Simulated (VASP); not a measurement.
Runs of VASP 6.6.1 on BaHfO3. The structure is that of space group P4/mmm (No. 123), or close to it. The cells are those of the table. 

| cell | gap on the mesh (eV) | pressure (GPa) | largest force (eV/Å) |
| --- | --- | --- | --- |
| a = 4.287, b = 4.287, c = 3.945 Å, 5 atoms | (c) | (a) | 0.02 |
| a = 4.402, b = 4.402, c = 3.742 Å, 5 atoms | 2.66 | 6.3 | 0.02 |
| a = 3.924, b = 3.924, c = 4.709 Å, 5 atoms | (b) | 7.4 | 0.06 |
| a = 4.039, b = 4.039, c = 4.444 Å, 5 atoms | 3.22 | 0.7 | 0.03 |

Alike in all rows: task single point; level PBEsol; potentials or basis VASP PAW PBE potentials, release 64 (Ba_sv, Hf_pv, O); no spin polarisation; k mesh 6 × 6 × 6; cutoff (eV) 520; smearing gaussian 0.05 eV.

Question: Fill in the values left out.

Answer: (a) 0.2; (b) 3.06; (c) 3.13.

Caveats: the PAW data sets were made with another functional, which shifts forces and pressure a little; spin-orbit coupling is left out, which moves the levels of the heavy elements.

A k mesh can miss the band edges, and the runs leave out spin-orbit coupling on Ba, Hf.
